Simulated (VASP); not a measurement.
# Rb2YGaF6 (Fm-3m) in VASP: single point with r2SCAN

Aim: the single point of Rb2YGaF6 with r2SCAN.

Program: VASP 6.6.1. These are calculated values, not measurements. Logs are shortened: lines on timing, memory, paths and dates and some standing lists are left out, and cuts for length are marked.

### Step 1. The cell of the first run

The structure is cubic, space group Fm-3m (No. 225). The conventional cell has a = 8.920 Å, b = 8.920 Å, c = 8.920 Å, α = 90.00°, β = 90.00°, γ = 90.00°. F (site symmetry 4mm) has 1 Y at 2.12 Å and 1 Ga at 2.34 Å within 2.8 Å. Within 3.1 Å of Ga (site symmetry m-3m) lie 6 F at 2.34 Å. Y (site symmetry m-3m) has 6 F at 2.12 Å within 2.8 Å. Within 4.2 Å of Rb (site symmetry -43m) lie 12 F at 3.16 Å and 4 Ga at 3.86 Å and 4 Y at 3.86 Å.

### Step 2. Single point, r2SCAN

POSCAR

```
Rb2YGaF6
1.0
    0.0000000000      4.4598590000      4.4598590000
    4.4598590000      0.0000000000      4.4598590000
    4.4598590000      4.4598590000      0.0000000000
F Ga Y Rb
6 1 1 2
Direct
    0.7620121965      0.2379878035      0.2379878035
    0.2379878035      0.7620121965      0.2379878035
    0.2379878035      0.7620121965      0.7620121965
    0.7620121965      0.2379878035      0.7620121965
    0.2379878035      0.2379878035      0.7620121965
    0.7620121965      0.7620121965      0.2379878035
    0.5000000000      0.5000000000      0.5000000000
    0.0000000000      0.0000000000      0.0000000000
    0.2500000000      0.2500000000      0.2500000000
    0.7500000000      0.7500000000      0.7500000000
```

INCAR.step1

```
SYSTEM = Rb2YGaF6
PREC = Accurate ; ENCUT = 520
ISMEAR = -1 ; SIGMA = 0.0805
LREAL = .FALSE. ; LASPH = .TRUE.
NELM = 60 ; NBANDS = 53
GGA = PE ; ALGO = Normal
EDIFF = 1E-4 ; LWAVE = .TRUE.
LCHARG = .FALSE.
```

INCAR.step2

```
SYSTEM = Rb2YGaF6
PREC = Accurate ; ENCUT = 520
EDIFF = 1E-7 ; ISMEAR = -1
SIGMA = 0.0805 ; LREAL = .FALSE.
LASPH = .TRUE. ; NELM = 60
ALGO = Normal ; ISIF = 2
LWAVE = .FALSE. ; LCHARG = .FALSE.
METAGGA = R2SCAN ; LMIXTAU = .TRUE.
NBANDS = 53 ; ISTART = 1
```

KPOINTS

```
regular mesh
0
G
  5 5 5
  0 0 0
```

Potentials or basis: VASP PAW PBE potentials, release 64 (F, Ga_d, Y_sv, Rb_sv).

The run is started by

```console
> cat potpaw_PBE.64/F/POTCAR potpaw_PBE.64/Ga_d/POTCAR potpaw_PBE.64/Y_sv/POTCAR potpaw_PBE.64/Rb_sv/POTCAR > POTCAR
> cp INCAR.step1 INCAR
> mpirun -np 1 vasp_std > vasp.out
> cp INCAR.step2 INCAR
> mpirun -np 1 vasp_std > vasp.out
```

OUTCAR:

```text
SYSTEM = Rb2YGaF6
   PREC = Accurate
   ENCUT = 520
   EDIFF = 1E-7
   ISMEAR = -1
   LREAL = .FALSE.
   LASPH = .TRUE.
   NELM = 60
   ISIF = 2
   METAGGA = R2SCAN
   ISTART = 1

 ion  position               nearest neighbor table
   1  0.762  0.238  0.238-   8 2.12   7 2.34  10 3.16  10 3.16   9 3.16   9 3.16
   2  0.238  0.762  0.238-   8 2.12   7 2.34  10 3.16  10 3.16   9 3.16   9 3.16
   3  0.238  0.762  0.762-   8 2.12   7 2.34  10 3.16  10 3.16   9 3.16   9 3.16
   4  0.762  0.238  0.762-   8 2.12   7 2.34  10 3.16  10 3.16   9 3.16   9 3.16
   5  0.238  0.238  0.762-   8 2.12   7 2.34  10 3.16  10 3.16   9 3.16   9 3.16
   6  0.762  0.762  0.238-   8 2.12   7 2.34  10 3.16  10 3.16   9 3.16   9 3.16
   7  0.500  0.500  0.500-   1 2.34   2 2.34   3 2.34   4 2.34   5 2.34   6 2.34   9 3.86   9 3.86
                             9 3.86   9 3.86  10 3.86  10 3.86  10 3.86  10 3.86
   8  0.000  0.000  0.000-   1 2.12   2 2.12   3 2.12   4 2.12   5 2.12   6 2.12  10 3.86  10 3.86
                            10 3.86   9 3.86  10 3.86   9 3.86   9 3.86   9 3.86
   9  0.250  0.250  0.250-   1 3.16   4 3.16   2 3.16   3 3.16   3 3.16   4 3.16   1 3.16   2 3.16
                             5 3.16   6 3.16   6 3.16   5 3.16   8 3.86   8 3.86   8 3.86   7 3.86
  10  0.750  0.750  0.750-   3 3.16   4 3.16   1 3.16   2 3.16   1 3.16   4 3.16   2 3.16   3 3.16
                             5 3.16   6 3.16   6 3.16   5 3.16   7 3.86   8 3.86   7 3.86   8 3.86

  LATTYP: Found a face centered cubic cell.
 ALAT       =     8.9197180000

  Lattice vectors:

 A1 = (   0.0000000000,   4.4598590000,   4.4598590000)
 A2 = (   4.4598590000,   0.0000000000,   4.4598590000)
 A3 = (   4.4598590000,   4.4598590000,   0.0000000000)

Analysis of symmetry for initial positions (statically):
=====================================================================
 Subroutine PRICEL returns:
 Original cell was already a primitive cell.

 Routine SETGRP: Setting up the symmetry group for a
 face centered cubic supercell.

 Subroutine GETGRP returns: Found 48 space group operations
 (whereof 48 operations were pure point group operations)
 out of a pool of 48 trial point group operations.

The static configuration has the point symmetry O_h .

Analysis of symmetry for dynamics (positions and initial velocities):
=====================================================================
 Subroutine PRICEL returns:
 Original cell was already a primitive cell.

 Routine SETGRP: Setting up the symmetry group for a
 face centered cubic supercell.

 Subroutine GETGRP returns: Found 48 space group operations
 (whereof 48 operations were pure point group operations)
 out of a pool of 48 trial point group operations.

The dynamic configuration has the point symmetry O_h .

 Subroutine INISYM returns: Found 48 space group operations
 (whereof 48 operations are pure point group operations),
 and found     1 'primitive' translations

----------------------------------------------------------------------------------------

                                     Primitive cell

  volume of cell :     177.4162

  direct lattice vectors                    reciprocal lattice vectors
     0.000000000  4.459859000  4.459859000    -0.112111168  0.112111168  0.112111168
     4.459859000  0.000000000  4.459859000     0.112111168 -0.112111168  0.112111168
     4.459859000  4.459859000  0.000000000     0.112111168  0.112111168 -0.112111168

  length of vectors
     6.307193084  6.307193084  6.307193084     0.194182238  0.194182238  0.194182238

  position of ions in fractional coordinates (direct lattice)
     0.762012197  0.237987803  0.237987803
     0.237987803  0.762012197  0.237987803
     0.237987803  0.762012197  0.762012197
     0.762012197  0.237987803  0.762012197
     0.237987803  0.237987803  0.762012197
     0.762012197  0.762012197  0.237987803
     0.500000000  0.500000000  0.500000000
     0.000000000  0.000000000  0.000000000
     0.250000000  0.250000000  0.250000000
     0.750000000  0.750000000  0.750000000

  ion indices of the primitive-cell ions
   primitive index   ion index
                 1           1
                 2           2
                 3           3
                 4           4
                 5           5
                 6           6
                 7           7
                 8           8
                 9           9
                10          10

----------------------------------------------------------------------------------------

 KPOINTS: regular mesh

Automatic generation of k-mesh.
 Grid dimensions read from file:
 generate k-points for:    5    5    5

 Generating k-lattice:

  Cartesian coordinates                     Fractional coordinates (reciprocal lattice)
    -0.022422234  0.022422234  0.022422234     0.200000000  0.000000000  0.000000000
     0.022422234 -0.022422234  0.022422234     0.000000000  0.200000000  0.000000000
     0.022422234  0.022422234 -0.022422234     0.000000000  0.000000000  0.200000000

  Length of vectors
     0.038836448  0.038836448  0.038836448

  Shift w.r.t. Gamma in fractional coordinates (k-lattice)
     0.000000000  0.000000000  0.000000000

 Subroutine IBZKPT returns following result:
 ===========================================

 Found     10 irreducible k-points:

 Following reciprocal coordinates:
            Coordinates               Weight
  0.000000  0.000000  0.000000      1.000000
  0.200000  0.000000  0.000000      8.000000
  0.400000  0.000000  0.000000      8.000000
  0.200000  0.200000  0.000000      6.000000
  0.400000  0.200000  0.000000     24.000000
 -0.400000  0.200000  0.000000     24.000000
 -0.200000  0.200000  0.000000     12.000000
  0.400000  0.400000  0.000000      6.000000
 -0.400000  0.400000  0.000000     12.000000
 -0.400000  0.400000  0.200000     24.000000
   k-points           NKPTS =     10   k-points in BZ     NKDIM =     10   number of bands    NBANDS=     53
   number of dos      NEDOS =    301   number of ions     NIONS =     10
   total plane-waves  NPLWV = 110592
   dimension x,y,z NGX =    48 NGY =   48 NGZ =   48
   dimension x,y,z NGXF=    96 NGYF=   96 NGZF=   96
   ions per type =               6   1   1   2
   NGX,Y,Z   is equivalent  to a cutoff of  12.65, 12.65, 12.65 a.u.
   NGXF,Y,Z  is equivalent  to a cutoff of  25.30, 25.30, 25.30 a.u.
 SYSTEM =  Rb2YGaF6
   PREC   = accura    normal or accurate (medium, high low for compatibility)
   ISTART =      1    job   : 0-new  1-cont  2-samecut
   ICHARG =      0    charge: 1-file 2-atom 10-const
   ISPIN  =      1    spin polarized calculation?
   LNONCOLLINEAR =      F non collinear calculations
   LSORBIT =      F    spin-orbit coupling
   LASPH  =      T    aspherical Exc in radial PAW
   ENCUT  =  520.0 eV  38.22 Ry    6.18 a.u.  11.73 11.73 11.73*2*pi/ulx,y,z
   NELM   =     60;   NELMIN=  2; NELMDL=  0     # of ELM steps
   EDIFF  = 0.1E-06   stopping-criterion for ELM
   LREAL  =      F    real-space projection
   EDIFFG = 0.1E-05   stopping-criterion for IOM
   NSW    =      0    number of steps for IOM
   IBRION =     -1    ionic relax: 0-MD 1-quasi-New 2-CG
   NFREE  =      0    steps in history (QN), initial steepest desc. (CG)
   ISIF   =      2    stress and relaxation
   ISYM   =      2    0-nonsym 1-usesym 2-fastsym
   POTIM  = 0.5000    time-step for ionic-motion
   TEBEG  =    0.0;   TEEND  =   0.0 temperature during run
   PSTRESS=    0.0 pullay stress
   NELECT =      84.0000    total number of electrons
   NUPDOWN=      -1.0000    fix difference up-down
   EMIN   =  10.00;   EMAX   =-10.00  energy-range for DOS
   EFERMI =   0.00;   METHOD = LEGACY
   ISMEAR =    -1;   SIGMA  =   0.08  broadening in eV -4-tet -1-fermi 0-gaus
   EFERMI_NEDOS =   21; number of points for ismear=-14 and -15
   IALGO  =     38    algorithm
   IMIX   =      4    mixing-type and parameters
     AMIX     =   0.40;   BMIX     =  1.00
     AMIX_MAG =   1.60;   BMIX_MAG =  1.00
  volume/ion in A,a.u.               =      17.74       119.73
  Fermi-wavevector in a.u.,A,eV,Ry     =   1.275959  2.411213 22.151264  1.628072
  Thomas-Fermi vector in A             =   2.408642
   LORBIT       =      0    0 simple, 1 ext, 2 COOP (PROOUT), +10 PAW based schemes
   METAGGA = R2SCAN    functional components
   LHFCALC =     F    Hartree Fock is set to
   AEXX    =    0.0000 exact exchange contribution
   IVDW    =     0    specifies the selected vdW correction
   LEPSILON=     F    determine dielectric tensor
   LRPA    =     F    only Hartree local field effects (RPA)
 non-spin polarized calculation
  energy-cutoff  :      520.00
  volume of cell :      177.42
 maximum number of plane-waves:      4813
   NGX = 23   NGY = 23   NGZ = 23

 number of electron      84.0000045 magnetization

 Free energy of the ion-electron system (eV)
  ---------------------------------------------------
  ext. energy  EPLUGINS =         0.00000000
  ---------------------------------------------------
  free energy    TOTEN  =      -110.14329761 eV

  energy without entropy =     -110.14329761  energy(sigma->0) =     -110.14329761

 E-fermi :   3.5494     XC(G=0):  -9.5174

 val. band max:        1.6598169386   @ k =   0.4000   0.0000   0.0000
 cond. band min:       5.6127692011   @ k =   0.2000   0.2000   0.0000
 fundamental gap:      3.9529522624
 Fermi energy:         3.5493976780

 k-point     1 :       0.0000    0.0000    0.0000
  band No.  band energies     occupation
      1     -41.3977      2.00000
      2     -26.2481      2.00000
      3     -26.2076      2.00000
      4     -24.0836      2.00000
      5     -24.0836      2.00000
      6     -24.0836      2.00000
[... 45 lines left out ...]
     52      10.2091      0.00000
     53      10.2456      0.00000
[... 502 lines left out ...]
     52       8.7146      0.00000
     53       9.1952      0.00000

------------------------ aborting loop because EDIFF is reached ----------------------------------------

  FORCE on cell =-STRESS in cart. coord.  units (eV):
  Direction    XX          YY          ZZ          XY          YZ          ZX
  --------------------------------------------------------------------------------------
  -------------------------------------------------------------------------------------
  Total        5.7758406      5.7758406      5.7758406      0.0000000      0.0000000      0.0000000
  in kB       52.1593779     52.1593779     52.1593779      0.0000000      0.0000000      0.0000000
  external PRESSURE =      52.1593779 kB  Pullay stress =       0.0000000 kB

 VOLUME and BASIS-vectors are now :
 -----------------------------------------------------------------------------
  energy-cutoff  :      520.00
  volume of cell :      177.42
      direct lattice vectors                 reciprocal lattice vectors
     0.000000000  4.459859000  4.459859000    -0.112111168  0.112111168  0.112111168
     4.459859000  0.000000000  4.459859000     0.112111168 -0.112111168  0.112111168
     4.459859000  4.459859000  0.000000000     0.112111168  0.112111168 -0.112111168

 POSITION                                       TOTAL-FORCE (eV/Angst)
 -----------------------------------------------------------------------------------
      2.12278      4.45986      4.45986         0.017701     -0.000000      0.000000
      4.45986      2.12278      4.45986         0.000000      0.017701      0.000000
      6.79693      4.45986      4.45986        -0.017701     -0.000000      0.000000
      4.45986      6.79693      4.45986         0.000000     -0.017701      0.000000
      4.45986      4.45986      2.12278         0.000000     -0.000000      0.017701
      4.45986      4.45986      6.79693         0.000000     -0.000000     -0.017701
      4.45986      4.45986      4.45986         0.000000     -0.000000      0.000000
      0.00000      0.00000      0.00000         0.000000     -0.000000      0.000000
      2.22993      2.22993      2.22993         0.000000     -0.000000      0.000000
      6.68979      6.68979      6.68979        -0.000000     -0.000000     -0.000000
 -----------------------------------------------------------------------------------
    total drift:                               -0.000000      0.000000      0.000000

  FREE ENERGIE OF THE ION-ELECTRON SYSTEM (eV)
  ---------------------------------------------------
  free  energy   TOTEN  =      -110.1432976137 eV

  energy  without entropy=     -110.1432976136  energy(sigma->0) =     -110.14329761
```

Wall time 22 min (1 thread of Oxide Virtual Turin-like, shared host); peak memory 0.4 GiB.

What came out:

```
Free energy            : -110.1433 eV
Pressure               : 5.2 GPa
Largest force          : 0.018 eV/Å
Band gap on the k mesh : 3.95 eV (least direct gap 4.09 eV)
```

Forces on the atoms (eV/Å):
```
F    0.018  0.000  0.000
F    0.000  0.018  0.000
F   -0.018  0.000  0.000
F    0.000 -0.018  0.000
F    0.000  0.000  0.018
F    0.000  0.000 -0.018
Ga   0.000  0.000  0.000
Y    0.000  0.000  0.000
Rb   0.000  0.000  0.000
Rb   0.000  0.000  0.000
```

Levels at points of the mesh, in eV from the valence-band top:
```csv
k point,band 38,band 39,band 40,band 41,band 42,band 43,band 44,band 45,band 46,band 47
"(0.00, 0.00, 0.00)",-4.91,-4.64,-4.64,-4.64,-0.58,4.25,4.90,4.90,4.90,5.00
```

Caveat: the cell stands under pressure; the PAW data sets were made with another functional, which shifts forces and pressure a little; an odd mesh through Γ misses points on the zone boundary, where band edges can lie.
